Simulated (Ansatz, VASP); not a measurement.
One calculation of BP, two programs

```xyz
2
Lattice="0.0000 1.9541 1.9541 1.9541 0.0000 1.9541 1.9541 1.9541 0.0000" Properties=species:S:1:pos:R:3 pbc="T T T"
B     0.0000    0.0000    0.0000
P     0.9770    0.9770    0.9770
```

Alike in both runs: task single point; functional r2SCAN; k mesh 12 × 12 × 12; occupations gaussian, width 0.05 eV; no spin polarisation.

```csv
,VASP,Ansatz
version,VASP 6.6.1,Ansatz 0.2.0
potentials or method,"VASP PAW PBE potentials, release 64 (B, P), cutoff 550 eV","scalar-relativistic, plane waves, PAW"
valence electrons in the cell,8,8
```

```csv
,VASP,Ansatz,Ansatz less VASP
gap on the k mesh at the Fermi level (eV),0.55,0.52,-0.026
least direct gap on the mesh (eV),5.02,4.98,-0.042
```

VASP's potentials were made for PBE, not for r2SCAN.
